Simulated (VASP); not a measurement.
# PtS2 (P1) in VASP: further runs

PtS2 is run at these levels: PBE; tasks: single point.

Program: VASP 6.6.1. These are calculated values, not measurements. Logs are shortened: lines on timing, memory, paths and dates and some standing lists are left out, and cuts for length are marked.

### Step 1. The cell of the first run

The typed cell holds 3 atoms: a = 3.543 Å, b = 3.543 Å, c = 5.039 Å, α = 90.00°, β = 90.00°, γ = 120.00°.

### Step 2. Single point, PBE (atom 2 (S) moved by (-0.150, -0.300) A along [1 1 0] and z)

Contents of INCAR:

```
SYSTEM = PtS2
ALGO = Normal ; EDIFF = 1E-6
ENCUT = 520 ; GGA = PE
ISIF = 2 ; ISMEAR = 0
LASPH = .True. ; LCHARG = .False.
LREAL = .False. ; LWAVE = .False.
NBANDS = 18 ; NELM = 80
PREC = Accurate ; SIGMA = 0.05
```

Contents of KPOINTS:

```
k-points
0
Gamma
  12 12 8
  0 0 0
```

Contents of POSCAR:

```
PtS2
1.0
    3.5431994758      0.0000000000      0.0000000000
   -1.7715997379      3.0685007567      0.0000000000
    0.0000000000      0.0000000000      5.0388000000
Pt S
1 2
Direct
    0.0000000000      0.0000000000      0.0000000000
    0.2861152013      0.6321005950      0.1904620148
    0.6666666667      0.3333333333      0.7500000000
```

Potentials or basis: VASP PAW PBE potentials, release 64 (Pt, S).

Launch:

```bash
cat potpaw_PBE.64/Pt/POTCAR potpaw_PBE.64/S/POTCAR > POTCAR
mpirun -np 1 vasp_std > vasp.out
```

OUTCAR:

```text
SYSTEM = PtS2
   EDIFF = 1E-6
   ENCUT = 520
   GGA = PE
   ISIF = 2
   ISMEAR = 0
   LASPH = .True.
   LREAL = .False.
   NELM = 80
   PREC = Accurate

 ion  position               nearest neighbor table
   1  0.000  0.000  0.000-   2 2.17   2 2.23   2 2.39   3 2.40   3 2.40   3 2.40
   2  0.286  0.632  0.190-   1 2.17   1 2.23   1 2.39
   3  0.667  0.333  0.750-   1 2.40   1 2.40   1 2.40

  LATTYP: Found a hexagonal cell.
 ALAT       =     3.5431994758
 C/A-ratio  =     1.4221045229

  Lattice vectors:

 A1 = (   3.5431994758,   0.0000000000,   0.0000000000)
 A2 = (  -1.7715997379,   3.0685007567,   0.0000000000)
 A3 = (   0.0000000000,   0.0000000000,   5.0388000000)

Analysis of symmetry for initial positions (statically):
=====================================================================
 Subroutine PRICEL returns:
 Original cell was already a primitive cell.

 Routine SETGRP: Setting up the symmetry group for a
 hexagonal supercell.

 Subroutine GETGRP returns: Found  1 space group operations
 (whereof  1 operations were pure point group operations)
 out of a pool of 24 trial point group operations.

The static configuration has the point symmetry C_1 .

Analysis of symmetry for dynamics (positions and initial velocities):
=====================================================================
 Subroutine PRICEL returns:
 Original cell was already a primitive cell.

 Routine SETGRP: Setting up the symmetry group for a
 hexagonal supercell.

 Subroutine GETGRP returns: Found  1 space group operations
 (whereof  1 operations were pure point group operations)
 out of a pool of 24 trial point group operations.

The dynamic configuration has the point symmetry C_1 .

 Subroutine INISYM returns: Found  1 space group operations
 (whereof  1 operations are pure point group operations),
 and found     1 'primitive' translations

----------------------------------------------------------------------------------------

                                     Primitive cell

  volume of cell :      54.7834

  direct lattice vectors                    reciprocal lattice vectors
     3.543199476  0.000000000  0.000000000     0.282230794  0.162946025  0.000000000
    -1.771599738  3.068500757  0.000000000     0.000000000  0.325892049  0.000000000
     0.000000000  0.000000000  5.038800000     0.000000000  0.000000000  0.198459951

  length of vectors
     3.543199476  3.543199476  5.038800000     0.325892049  0.325892049  0.198459951

  position of ions in fractional coordinates (direct lattice)
     0.000000000  0.000000000  0.000000000
     0.286115201  0.632100595  0.190462015
     0.666666667  0.333333333  0.750000000

  ion indices of the primitive-cell ions
   primitive index   ion index
                 1           1
                 2           2
                 3           3

----------------------------------------------------------------------------------------

 KPOINTS: k-points

Automatic generation of k-mesh.
 Grid dimensions read from file:
 generate k-points for:   12   12    8

 Generating k-lattice:

  Cartesian coordinates                     Fractional coordinates (reciprocal lattice)
     0.023519233  0.013578835  0.000000000     0.083333333  0.000000000  0.000000000
     0.000000000  0.027157671  0.000000000     0.000000000  0.083333333  0.000000000
     0.000000000  0.000000000  0.024807494     0.000000000  0.000000000  0.125000000

  Length of vectors
     0.027157671  0.027157671  0.024807494

  Shift w.r.t. Gamma in fractional coordinates (k-lattice)
     0.000000000  0.000000000  0.000000000

 Subroutine IBZKPT returns following result:
 ===========================================

 Found    580 irreducible k-points:

 Following reciprocal coordinates:
            Coordinates               Weight
  0.000000  0.000000  0.000000      1.000000
  0.083333  0.000000  0.000000      2.000000
  0.000000  0.083333  0.000000      2.000000
 -0.083333  0.083333  0.000000      2.000000
  0.166667  0.000000  0.000000      2.000000
  0.000000  0.166667  0.000000      2.000000
[... 16 lines left out ...]
  0.166667  0.083333  0.000000      2.000000
 -0.083333  0.250000  0.000000      2.000000
 [... further k-points ...]
   k-points           NKPTS =    580   k-points in BZ     NKDIM =    580   number of bands    NBANDS=     18
   number of dos      NEDOS =    301   number of ions     NIONS =      3
   total plane-waves  NPLWV =  31360
   dimension x,y,z NGX =    28 NGY =   28 NGZ =   40
   dimension x,y,z NGXF=    56 NGYF=   56 NGZF=   80
   ions per type =               1   2
   NGX,Y,Z   is equivalent  to a cutoff of  13.14, 13.14, 13.20 a.u.
   NGXF,Y,Z  is equivalent  to a cutoff of  26.28, 26.28, 26.39 a.u.
 SYSTEM =  PtS2
   PREC   = accura    normal or accurate (medium, high low for compatibility)
   ISTART =      0    job   : 0-new  1-cont  2-samecut
   ICHARG =      2    charge: 1-file 2-atom 10-const
   ISPIN  =      1    spin polarized calculation?
   LNONCOLLINEAR =      F non collinear calculations
   LSORBIT =      F    spin-orbit coupling
   LASPH  =      T    aspherical Exc in radial PAW
   ENCUT  =  520.0 eV  38.22 Ry    6.18 a.u.   6.59  6.59  9.37*2*pi/ulx,y,z
   NELM   =     80;   NELMIN=  2; NELMDL= -5     # of ELM steps
   EDIFF  = 0.1E-05   stopping-criterion for ELM
   LREAL  =      F    real-space projection
   EDIFFG = 0.1E-04   stopping-criterion for IOM
   NSW    =      0    number of steps for IOM
   IBRION =     -1    ionic relax: 0-MD 1-quasi-New 2-CG
   NFREE  =      0    steps in history (QN), initial steepest desc. (CG)
   ISIF   =      2    stress and relaxation
   ISYM   =      2    0-nonsym 1-usesym 2-fastsym
   POTIM  = 0.5000    time-step for ionic-motion
   TEBEG  =    0.0;   TEEND  =   0.0 temperature during run
   PSTRESS=    0.0 pullay stress
   NELECT =      22.0000    total number of electrons
   NUPDOWN=      -1.0000    fix difference up-down
   EMIN   =  10.00;   EMAX   =-10.00  energy-range for DOS
   EFERMI =   0.00;   METHOD = LEGACY
   ISMEAR =     0;   SIGMA  =   0.05  broadening in eV -4-tet -1-fermi 0-gaus
   EFERMI_NEDOS =   21; number of points for ismear=-14 and -15
   IALGO  =     38    algorithm
   IMIX   =      4    mixing-type and parameters
     AMIX     =   0.40;   BMIX     =  1.00
     AMIX_MAG =   1.60;   BMIX_MAG =  1.00
  volume/ion in A,a.u.               =      18.26       123.23
  Fermi-wavevector in a.u.,A,eV,Ry     =   1.207812  2.282434 19.848319  1.458810
  Thomas-Fermi vector in A             =   2.343439
   LORBIT       =      0    0 simple, 1 ext, 2 COOP (PROOUT), +10 PAW based schemes
   GGA     = PE    functional components
   LHFCALC =     F    Hartree Fock is set to
   AEXX    =    0.0000 exact exchange contribution
   IVDW    =     0    specifies the selected vdW correction
   LEPSILON=     F    determine dielectric tensor
   LRPA    =     F    only Hartree local field effects (RPA)
 non-spin polarized calculation
 Gauss-broadening in eV      SIGMA  =   0.05
  energy-cutoff  :      520.00
  volume of cell :       54.78
 maximum number of plane-waves:      1507
   NGX = 13   NGY = 13   NGZ = 19

 number of electron      22.0000001 magnetization

 Free energy of the ion-electron system (eV)
  ---------------------------------------------------
  ext. energy  EPLUGINS =         0.00000000
  ---------------------------------------------------
  free energy    TOTEN  =       -14.75158804 eV

  energy without entropy =      -14.75158804  energy(sigma->0) =      -14.75158804

 E-fermi :   7.2016     XC(G=0): -10.5414

 val. band max:        6.9338971627   @ k =   0.0000   0.1667   0.1250
 cond. band min:       7.5002849743   @ k =   0.3333   0.3333   0.0000
 fundamental gap:      0.5663878116
 Fermi energy:         7.2016311759

 k-point     1 :       0.0000    0.0000    0.0000
  band No.  band energies     occupation
      1      -9.0636      2.00000
      2      -5.5901      2.00000
      3      -0.7603      2.00000
      4      -0.5454      2.00000
      5      -0.1273      2.00000
      6       2.5328      2.00000
[... 10 lines left out ...]
     17      14.9384      0.00000
     18      18.2471      0.00000

 k-point     2 :       0.0833    0.0000    0.0000
  band No.  band energies     occupation
      1      -8.9747      2.00000
      2      -5.6469      2.00000
      3      -0.7066      2.00000
      4      -0.5086      2.00000
      5      -0.0220      2.00000
      6       2.4781      2.00000
[... 10 lines left out ...]
     17      15.2129      0.00000
     18      18.1658      0.00000

 k-point     3 :       0.0000    0.0833    0.0000
  band No.  band energies     occupation
      1      -8.9659      2.00000
      2      -5.6591      2.00000
      3      -0.6964      2.00000
      4      -0.4396      2.00000
      5      -0.0349      2.00000
      6       2.3818      2.00000
[... 10 lines left out ...]
     17      14.9061      0.00000
     18      17.7881      0.00000

 k-point     4 :      -0.0833    0.0833    0.0000
  band No.  band energies     occupation
      1      -8.9676      2.00000
      2      -5.6556      2.00000
      3      -0.7141      2.00000
      4      -0.4370      2.00000
      5      -0.0400      2.00000
      6       2.3837      2.00000
[... 375 lines left out ...]
      4      -0.3601      2.00000
      5       0.1425      2.00000
      6       2.2767      2.00000
[... 10 lines left out ...]
     17      15.7134      0.00000
     18      17.4094      0.00000

 k-point    23 :       0.1667    0.0833    0.0000
  band No.  band energies     occupation
      1      -8.4673      2.00000
      2      -5.9330      2.00000
      3      -0.3913      2.00000
      4      -0.2482      2.00000
      5       0.4984      2.00000
      6       1.9684      2.00000
[... 10 lines left out ...]
     17      16.1876      0.00000
     18      16.7099      0.00000

 k-point    24 :      -0.0833    0.2500    0.0000
  band No.  band energies     occupation
      1      -8.4088      2.00000
      2      -5.9851      2.00000
      3      -0.3163      2.00000
      4       0.0921      2.00000
      5       0.4497      2.00000
      6       1.6388      2.00000
[... 10 lines left out ...]
     17      16.1131      0.00000
     18      16.5670      0.00000

 [... further k-points ...]

------------------------ aborting loop because EDIFF is reached ----------------------------------------

  FORCE on cell =-STRESS in cart. coord.  units (eV):
  Direction    XX          YY          ZZ          XY          YZ          ZX
  --------------------------------------------------------------------------------------
  -------------------------------------------------------------------------------------
  Total        4.6798539      7.6309251      4.5369969     -1.2934234      1.8768160      1.4427552
  in kB      136.8654796    223.1715409    132.6875283    -37.8270369     54.8887485     42.1943468
  external PRESSURE =     164.2415163 kB  Pullay stress =       0.0000000 kB

 VOLUME and BASIS-vectors are now :
 -----------------------------------------------------------------------------
  energy-cutoff  :      520.00
  volume of cell :       54.78
      direct lattice vectors                 reciprocal lattice vectors
     3.543199476  0.000000000  0.000000000     0.282230794  0.162946025  0.000000000
    -1.771599738  3.068500757  0.000000000     0.000000000  0.325892049  0.000000000
     0.000000000  0.000000000  5.038800000     0.000000000  0.000000000  0.198459951

 POSITION                                       TOTAL-FORCE (eV/Angst)
 -----------------------------------------------------------------------------------
      0.00000      0.00000      0.00000        -1.201957     -1.601077     -3.530068
     -0.10607      1.93960      0.95970         1.377489      1.791369      3.797713
      1.77160      1.02283      3.77910        -0.175532     -0.190291     -0.267645
 -----------------------------------------------------------------------------------
    total drift:                                0.000009     -0.000081      0.000289

  FREE ENERGIE OF THE ION-ELECTRON SYSTEM (eV)
  ---------------------------------------------------
  free  energy   TOTEN  =       -14.7515880378 eV

  energy  without entropy=      -14.7515880378  energy(sigma->0) =      -14.75158804
```

It took 3.3 min on 1 thread of Intel Xeon 6975P-C (Granite Rapids), shared host; peak memory 0.61 GiB.

What came out:

```
Free energy            : -14.7516 eV
Pressure               : 16.4 GPa
Largest force          : 4.419 eV/Å
Band gap on the k mesh : 0.57 eV (least direct gap 0.81 eV)
```

Forces on the atoms (eV/Å):
```
Pt  -1.202 -1.601 -3.530
S    1.377  1.791  3.798
S   -0.176 -0.190 -0.268
```

Caveat: the cell differs from its parent crystal (atom 2 (S) moved by (-0.150, -0.300) A along [1 1 0] and z); the cell stands under pressure; spin-orbit coupling is left out, which moves the levels of the heavy elements; forces of over 1 eV/Å act on the atoms, so gaps and moduli don't describe the material at rest. A k mesh can miss the band edges.

### Step 3. Single point, PBE (atom 2 (S) moved by (-0.150, +0.000) A along [1 1 0] and z)

Edit INCAR of step 2 so:

```diff
@@ -6,3 +6,3 @@
 LREAL = .False. ; LWAVE = .False.
-NBANDS = 18 ; NELM = 80
+NBANDS = 18 ; NELM = 60
 PREC = Accurate ; SIGMA = 0.05
```

KPOINTS is that of step 2.

Edit POSCAR of step 2 so:

```diff
@@ -9,3 +9,3 @@
     0.0000000000      0.0000000000      0.0000000000
-    0.2861152013      0.6321005950      0.1904620148
+    0.2861152013      0.6321005950      0.2500000000
     0.6666666667      0.3333333333      0.7500000000
```

Potentials or basis: VASP PAW PBE potentials, release 64 (Pt, S).

Launch:

```bash
cat potpaw_PBE.64/Pt/POTCAR potpaw_PBE.64/S/POTCAR > POTCAR
mpirun -np 1 vasp_std > vasp.out
```

OUTCAR:

```text
SYSTEM = PtS2
   EDIFF = 1E-6
   ENCUT = 520
   GGA = PE
   ISIF = 2
   ISMEAR = 0
   LASPH = .True.
   LREAL = .False.
   NELM = 60
   PREC = Accurate

 ion  position               nearest neighbor table
   1  0.000  0.000  0.000-   2 2.32   2 2.37   3 2.40   3 2.40   3 2.40   2 2.53
   2  0.286  0.632  0.250-   1 2.32   1 2.37   1 2.53
   3  0.667  0.333  0.750-   1 2.40   1 2.40   1 2.40

  LATTYP: Found a hexagonal cell.
 ALAT       =     3.5431994758
 C/A-ratio  =     1.4221045229

  Lattice vectors:

 A1 = (   3.5431994758,   0.0000000000,   0.0000000000)
 A2 = (  -1.7715997379,   3.0685007567,   0.0000000000)
 A3 = (   0.0000000000,   0.0000000000,   5.0388000000)

Analysis of symmetry for initial positions (statically):
=====================================================================
 Subroutine PRICEL returns:
 Original cell was already a primitive cell.

 Routine SETGRP: Setting up the symmetry group for a
 hexagonal supercell.

 Subroutine GETGRP returns: Found  1 space group operations
 (whereof  1 operations were pure point group operations)
 out of a pool of 24 trial point group operations.

[... 163 lines left out ...]

 E-fermi :   7.0505     XC(G=0): -10.6918

 val. band max:        6.8399521267   @ k =   0.0000   0.0000   0.0000
 cond. band min:       7.2673327365   @ k =  -0.2500  -0.0833   0.2500
 fundamental gap:      0.4273806098
 Fermi energy:         7.0505313829

 k-point     1 :       0.0000    0.0000    0.0000
  band No.  band energies     occupation
      1      -8.4139      2.00000
      2      -5.5867      2.00000
      3      -0.2417      2.00000
      4       0.3132      2.00000
      5       0.5298      2.00000
      6       2.9655      2.00000
[... 481 lines left out ...]
      5       0.9246      2.00000
      6       1.9714      2.00000
[... 10 lines left out ...]
     17      15.7434      0.00000
     18      16.3104      0.00000

 [... further k-points ...]

------------------------ aborting loop because EDIFF is reached ----------------------------------------

  FORCE on cell =-STRESS in cart. coord.  units (eV):
  Direction    XX          YY          ZZ          XY          YZ          ZX
  --------------------------------------------------------------------------------------
  -------------------------------------------------------------------------------------
  Total        0.6706578      1.8029080      0.3626117     -0.4520985      1.1208540      0.8751457
  in kB       19.6138377     52.7272580     10.6048228    -13.2219237     32.7801312     25.5942263
  external PRESSURE =      27.6486395 kB  Pullay stress =       0.0000000 kB

 VOLUME and BASIS-vectors are now :
 -----------------------------------------------------------------------------
  energy-cutoff  :      520.00
  volume of cell :       54.78
      direct lattice vectors                 reciprocal lattice vectors
     3.543199476  0.000000000  0.000000000     0.282230794  0.162946025  0.000000000
    -1.771599738  3.068500757  0.000000000     0.000000000  0.325892049  0.000000000
     0.000000000  0.000000000  5.038800000     0.000000000  0.000000000  0.198459951

 POSITION                                       TOTAL-FORCE (eV/Angst)
 -----------------------------------------------------------------------------------
      0.00000      0.00000      0.00000        -0.700145     -0.859099     -0.182893
     -0.10607      1.93960      1.25970         0.754213      0.931399     -0.149472
      1.77160      1.02283      3.77910        -0.054068     -0.072300      0.332365
 -----------------------------------------------------------------------------------
    total drift:                                0.000005     -0.000048     -0.000010

  FREE ENERGIE OF THE ION-ELECTRON SYSTEM (eV)
  ---------------------------------------------------
  free  energy   TOTEN  =       -15.2716153259 eV

  energy  without entropy=      -15.2716153259  energy(sigma->0) =      -15.27161533
```

Wall time 3.6 min (1 thread of Intel Xeon 6975P-C (Granite Rapids), shared host); peak memory 0.61 GiB.

What came out:

```
Free energy            : -15.2716 eV
Pressure               : 2.8 GPa
Largest force          : 1.208 eV/Å
Band gap on the k mesh : 0.43 eV (least direct gap 0.61 eV)
```

Forces in eV/Å, atoms in the order of the input:
```
Pt  -0.700 -0.859 -0.183
S    0.754  0.931 -0.149
S   -0.054 -0.072  0.332
```

Caveat: the cell differs from its parent crystal (atom 2 (S) moved by (-0.150, +0.000) A along [1 1 0] and z); spin-orbit coupling is left out, which moves the levels of the heavy elements; forces of over 1 eV/Å act on the atoms, so gaps and moduli don't describe the material at rest. A k mesh can miss the band edges.
